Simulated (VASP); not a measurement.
# AlN (Cmc2_1) in VASP: further runs, part 2 of 2

VASP 6.6.1.

**4. Single point, r2SCAN (atoms displaced along a vibrational mode)**

The input, POSCAR:

```
AlN
1.0
    3.1110021516      0.0000000000      0.0000000000
   -1.5555010758      2.6942068945      0.0000000000
    0.0000000000      0.0000000000      4.9780000000
Al N
2 2
Direct
    0.3444683356      0.6889366713      0.0000000000
    0.6555316644      0.3110633287      0.5000000000
    0.3235772092      0.6471544184      0.3850000000
    0.6764227908      0.3528455816      0.8850000000
```

The input, INCAR.step1:

```
ALGO = Normal
EDIFF = 1E-4
ENCUT = 520
GGA = PE
ISMEAR = 0
LASPH = T
LCHARG = F
LREAL = F
LWAVE = T
NBANDS = 16
NELM = 80
PREC = Accurate
SIGMA = 0.05
```

The input, INCAR.step2:

```
ALGO = Normal
EDIFF = 1E-6
ENCUT = 520
ISIF = 2
ISMEAR = 0
ISTART = 1
LASPH = T
LCHARG = F
LMIXTAU = T
LREAL = F
LWAVE = F
METAGGA = R2SCAN
NBANDS = 16
NELM = 80
PREC = Accurate
SIGMA = 0.05
```

The input, KPOINTS:

```
k-points
0
Gamma
  12 12 6
```

Launch:

```bash
$ cat potpaw_PBE.64/Al/POTCAR potpaw_PBE.64/N/POTCAR > POTCAR
$ cp INCAR.step1 INCAR
$ mpirun -np 1 vasp_std > vasp.out
$ cp INCAR.step2 INCAR
$ mpirun -np 1 vasp_std > vasp.out
```

Wall time 5.9 min (1 thread of Intel Xeon 8259CL, shared host); peak memory 0.23 GiB.

It converged, with:

| Property | Result |
| --- | --- |
| Free energy | -38.4203 eV |
| Pressure | -1.1 GPa |
| Largest force | 0.454 eV/Å |
| Band gap on the k mesh | 4.79 eV |

Forces on the atoms (eV/Å):
```
Al   0.000 -0.399  0.217
Al   0.000  0.399  0.217
N    0.000  0.166 -0.217
N    0.000 -0.166 -0.217
```

Stress tensor (GPa, compression positive):
```
-0.27  0.00  0.00
 0.00 -1.03  0.00
 0.00  0.00 -1.93
```

Levels at points of the mesh, in eV from the valence-band top:
| k point | band 6 | band 7 | band 8 | band 9 | band 10 | band 11 |
| --- | --- | --- | --- | --- | --- | --- |
| (0.00, 0.00, 0.00) | -0.43 | -0.24 | 0.00 | 4.79 | 7.42 | 11.50 |
| (0.50, 0.00, 0.00) | -2.25 | -1.91 | -0.84 | 6.42 | 6.59 | 8.94 |
| (0.00, 0.50, 0.00) | -2.22 | -1.58 | -0.77 | 6.00 | 6.58 | 8.84 |
| (0.00, 0.00, 0.50) | -0.70 | -0.65 | -0.65 | 7.15 | 7.15 | 11.19 |
| (0.50, 0.00, 0.50) | -1.65 | -1.35 | -1.35 | 5.86 | 5.86 | 10.03 |
| (0.00, 0.50, 0.50) | -1.58 | -1.53 | -1.53 | 6.01 | 6.01 | 9.93 |

Caveat: the cell differs from its parent crystal (atoms displaced along a vibrational mode); the PAW data sets were made with another functional, which shifts forces and pressure a little. A k mesh can miss the band edges.

**5. Single point, r2SCAN (atoms displaced along a vibrational mode)**

The input, POSCAR:

```
AlN
1.0
    3.1110021516      0.0000000000      0.0000000000
   -1.5555010758      2.6942068945      0.0000000000
    0.0000000000      0.0000000000      4.9780000000
Al N
2 2
Direct
    0.3277658322      0.6555316644      0.0000000000
    0.6722341678      0.3444683356      0.5000000000
    0.3382113954      0.6764227908      0.3850000000
    0.6617886046      0.3235772092      0.8850000000
```

The input, INCAR.step1:

```
PREC = Accurate
ENCUT = 520
ISMEAR = 0
SIGMA = 0.05
LREAL = False
LASPH = True
NELM = 60
NBANDS = 16
GGA = PE
ALGO = Normal
EDIFF = 1E-4
LWAVE = True
LCHARG = False
```

The input, INCAR.step2:

```
PREC = Accurate
ENCUT = 520
EDIFF = 1E-7
ISMEAR = 0
SIGMA = 0.05
LREAL = False
LASPH = True
NELM = 60
ALGO = Normal
ISIF = 2
LWAVE = False
LCHARG = False
METAGGA = R2SCAN
LMIXTAU = True
NBANDS = 16
ISTART = 1
```

The input, KPOINTS:

```
Automatic mesh
0
Gamma
  12 12 6
```

Potentials or basis: VASP PAW PBE potentials, release 64 (Al, N).

Launch:

```bash
$ cat potpaw_PBE.64/Al/POTCAR potpaw_PBE.64/N/POTCAR > POTCAR
$ cp INCAR.step1 INCAR
$ mpirun -np 1 vasp_std > vasp.out
$ cp INCAR.step2 INCAR
$ mpirun -np 1 vasp_std > vasp.out
```

OUTCAR:

```text
PREC = Accurate
   ENCUT = 520
   EDIFF = 1E-7
   ISMEAR = 0
   LREAL = False
   LASPH = True
   NELM = 60
   ISIF = 2
   METAGGA = R2SCAN
   ISTART = 1

 ion  position               nearest neighbor table
   1  0.328  0.656  0.000-   4 1.88   4 1.88   4 1.89   3 1.92   2 3.05   2 3.05   2 3.05   2 3.05
                             2 3.10   2 3.10
   2  0.672  0.344  0.500-   3 1.88   3 1.88   3 1.89   4 1.92   1 3.05   1 3.05   1 3.05   1 3.05
                             1 3.10   1 3.10
   3  0.338  0.676  0.385-   2 1.88   2 1.88   2 1.89   1 1.92
   4  0.662  0.324  0.885-   1 1.88   1 1.88   1 1.89   2 1.92

  LATTYP: Found a hexagonal cell.
 ALAT       =     3.1110021516
 C/A-ratio  =     1.6001274694

  Lattice vectors:

 A1 = (   3.1110021516,   0.0000000000,   0.0000000000)
 A2 = (  -1.5555010758,   2.6942068945,   0.0000000000)
 A3 = (   0.0000000000,   0.0000000000,   4.9780000000)

Analysis of symmetry for initial positions (statically):
=====================================================================
 Subroutine PRICEL returns:
 Original cell was already a primitive cell.

 Routine SETGRP: Setting up the symmetry group for a
 hexagonal supercell.

 Subroutine GETGRP returns: Found  4 space group operations
 (whereof  2 operations were pure point group operations)
 out of a pool of 24 trial point group operations.

The static configuration has the point symmetry C_1h.
 The point group associated with its full space group is C_2v.

Analysis of symmetry for dynamics (positions and initial velocities):
=====================================================================
 Subroutine PRICEL returns:
 Original cell was already a primitive cell.

 Routine SETGRP: Setting up the symmetry group for a
 hexagonal supercell.

 Subroutine GETGRP returns: Found  4 space group operations
 (whereof  2 operations were pure point group operations)
[... 127 lines left out ...]
     AMIX_MAG =   1.60;   BMIX_MAG =  1.00
  volume/ion in A,a.u.               =      10.43        70.39
  Fermi-wavevector in a.u.,A,eV,Ry     =   1.189377  2.247596 19.247033  1.414617
  Thomas-Fermi vector in A             =   2.325485
   LORBIT       =      0    0 simple, 1 ext, 2 COOP (PROOUT), +10 PAW based schemes
   METAGGA = R2SCAN    functional components
   LHFCALC =     F    Hartree Fock is set to
   AEXX    =    0.0000 exact exchange contribution
   IVDW    =     0    specifies the selected vdW correction
   LEPSILON=     F    determine dielectric tensor
   LRPA    =     F    only Hartree local field effects (RPA)
 non-spin polarized calculation
 Gauss-broadening in eV      SIGMA  =   0.05
  energy-cutoff  :      520.00
  volume of cell :       41.72
 maximum number of plane-waves:      1152
   NGX = 11   NGY = 11   NGZ = 19

 number of electron      16.0000001 magnetization

 Free energy of the ion-electron system (eV)
  ---------------------------------------------------
  ext. energy  EPLUGINS =         0.00000000
  ---------------------------------------------------
  free energy    TOTEN  =       -38.44481290 eV

  energy without entropy =      -38.44481290  energy(sigma->0) =      -38.44481290

 E-fermi :   6.2531     XC(G=0): -11.4054

 val. band max:        5.9605291957   @ k =   0.0000   0.0000   0.0000
 cond. band min:      10.7876912778   @ k =   0.0000   0.0000   0.0000
 fundamental gap:      4.8271620821
 Fermi energy:         6.2530917853

 k-point     1 :       0.0000    0.0000    0.0000
  band No.  band energies     occupation
      1     -10.0713      2.00000
      2      -7.9525      2.00000
      3      -0.1405      2.00000
      4       4.9663      2.00000
      5       4.9936      2.00000
      6       5.5980      2.00000
[... 433 lines left out ...]
      3       0.9632      2.00000
      4       1.8479      2.00000
      5       2.1529      2.00000
      6       3.6949      2.00000
[... 8 lines left out ...]
     15      19.3028      0.00000
     16      21.8203      0.00000

 [... further k-points ...]

------------------------ aborting loop because EDIFF is reached ----------------------------------------

  FORCE on cell =-STRESS in cart. coord.  units (eV):
  Direction    XX          YY          ZZ          XY          YZ          ZX
  --------------------------------------------------------------------------------------
  -------------------------------------------------------------------------------------
  Total       -0.1487540     -0.1230434     -0.5220468      0.0000000      0.0000000      0.0000000
  in kB       -5.7120637     -4.7247943    -20.0462829      0.0000000      0.0000000      0.0000000
  external PRESSURE =     -10.1610470 kB  Pullay stress =       0.0000000 kB

 VOLUME and BASIS-vectors are now :
 -----------------------------------------------------------------------------
  energy-cutoff  :      520.00
  volume of cell :       41.72
      direct lattice vectors                 reciprocal lattice vectors
     3.111002152  0.000000000  0.000000000     0.321439829  0.185583372  0.000000000
    -1.555501076  2.694206895  0.000000000     0.000000000  0.371166744  0.000000000
     0.000000000  0.000000000  4.978000000     0.000000000  0.000000000  0.200883889

 POSITION                                       TOTAL-FORCE (eV/Angst)
 -----------------------------------------------------------------------------------
      0.00000      1.76614      0.00000         0.000000      0.186511      0.201032
      1.55550      0.92807      2.48900         0.000000     -0.186511      0.201032
      0.00000      1.82242      1.91653        -0.000000     -0.088485     -0.201032
      1.55550      0.87178      4.40553         0.000000      0.088485     -0.201032
 -----------------------------------------------------------------------------------
    total drift:                               -0.000000     -0.000000     -0.007221

  FREE ENERGIE OF THE ION-ELECTRON SYSTEM (eV)
  ---------------------------------------------------
  free  energy   TOTEN  =       -38.4448128984 eV

  energy  without entropy=      -38.4448128984  energy(sigma->0) =      -38.44481290
```

OSZICAR.step1:

```text
N       E                     dE             d eps       ncg     rms          rms(c)
DAV:   1     0.406903073920E+02    0.40690E+02   -0.73695E+03  5528   0.897E+02
DAV:   2    -0.310608462775E+02   -0.71751E+02   -0.66139E+02  7616   0.187E+02
DAV:   3    -0.344896211684E+02   -0.34288E+01   -0.34193E+01  6808   0.425E+01
DAV:   4    -0.345104701646E+02   -0.20849E-01   -0.20848E-01  6944   0.372E+00
DAV:   5    -0.345107426173E+02   -0.27245E-03   -0.27245E-03  6912   0.430E-01    0.122E+01
DAV:   6    -0.297488112838E+02    0.47619E+01   -0.10661E+01  6640   0.237E+01    0.416E+00
DAV:   7    -0.297725681257E+02   -0.23757E-01   -0.68024E-01  5984   0.581E+00    0.295E+00
DAV:   8    -0.297653963915E+02    0.71717E-02   -0.60458E-02  6288   0.226E+00    0.598E-01
DAV:   9    -0.297603168147E+02    0.50796E-02   -0.12278E-02  7352   0.819E-01    0.247E-01
DAV:  10    -0.297609389789E+02   -0.62216E-03   -0.22765E-03  6080   0.300E-01    0.133E-01
DAV:  11    -0.297608571355E+02    0.81843E-04   -0.17525E-04  4992   0.102E-01
   1 F= -.29760857E+02 E0= -.29760857E+02  d E =-.103274E-11
```

It took 6.8 min on 1 thread of Intel Xeon Platinum 8259CL at 2.50GHz (Skylake/Cascade Lake), shared host; peak memory 0.23 GiB.

What came out:

```
Free energy            : -38.4448 eV
Pressure               : -1.0 GPa
Largest force          : 0.274 eV/Å
Band gap on the k mesh : 4.83 eV
```

Forces in eV/Å, atoms in the order of the input:
```
Al   0.000  0.187  0.201
Al   0.000 -0.187  0.201
N    0.000 -0.088 -0.201
N    0.000  0.088 -0.201
```

Stress tensor (GPa, compression positive):
```
-0.57  0.00  0.00
 0.00 -0.47  0.00
 0.00  0.00 -2.00
```

Levels at points of the mesh, in eV from the valence-band top:
```csv
k point,band 5,band 6,band 7,band 8,band 9,band 10,band 11,band 12
"(0.00, 0.00, 0.00)",-0.97,-0.36,-0.27,0.00,4.83,7.44,11.56,11.83
"(0.50, 0.00, 0.00)",-3.46,-2.22,-1.74,-0.79,6.32,6.52,8.92,11.13
"(0.00, 0.50, 0.00)",-3.36,-2.23,-1.91,-0.81,6.44,6.61,9.00,11.15
"(0.00, 0.00, 0.50)",-0.67,-0.67,-0.64,-0.64,7.18,7.18,11.23,11.23
"(0.50, 0.00, 0.50)",-1.60,-1.60,-1.43,-1.43,5.96,5.96,10.02,10.02
"(0.00, 0.50, 0.50)",-1.60,-1.60,-1.38,-1.38,5.89,5.89,10.06,10.06
```

Caveat: the cell differs from its parent crystal (atoms displaced along a vibrational mode); the PAW data sets were made with another functional, which shifts forces and pressure a little. A k mesh can miss the band edges.

**6. Summary**

| cell | gap on the mesh (eV) | pressure (GPa) | largest force (eV/Å) |
| --- | --- | --- | --- |
| as given, atomic positions A | 4.80 | -1.1 | 0.42 |
| as given, atomic positions B | 4.83 | -1.0 | 0.28 |
| as given, atomic positions C | 4.79 | -1.1 | 0.45 |
| as given, atomic positions D | 4.83 | -1.0 | 0.27 |

Alike in all rows: task single point; level r2SCAN; potentials or basis VASP PAW PBE potentials, release 64 (Al, N); no spin polarisation; k mesh 12 × 12 × 6; cutoff (eV) 520; smearing gaussian 0.05 eV.

Caveats: the PAW data sets were made with another functional, which shifts forces and pressure a little.

Absolute energies hang on the potentials; compare differences alone.
